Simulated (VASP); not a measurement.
The system is LiCl.

```
Li Cl
1.0
     0.00000    2.84346    2.84346
     2.84346    0.00000    2.84346
     2.84346    2.84346    0.00000
Li Cl
1 1
Direct
  0.00000 0.00000 0.00000
  0.25000 0.25000 0.25000
```

This cell differs from its parent crystal: strain +4.0%.

Base run:

| Quantity | Value |
| --- | --- |
| Program | VASP 6.6.1 |
| Functional | r2SCAN |
| Potentials or basis | VASP PAW PBE potentials, release 64 (Li_sv, Cl) |
| Cutoff | 520 eV |
| k mesh | 8 × 8 × 8 |
| Occupations | gaussian, width 0.01 eV |
| Spin | no spin polarisation |

Its results: band gap on the k mesh 6.34 eV.

Q: The run is repeated on the same cell with these changes: functional from r2SCAN to HSE06; k mesh from 8 × 8 × 8 to 6 × 6 × 6. What comes out?

A: Band gap on the k mesh 6.96 eV.

Several settings changed at once.

Caveats: the structure was generated, so it needn't be the stable form of LiCl.

A k mesh can miss the band edges.
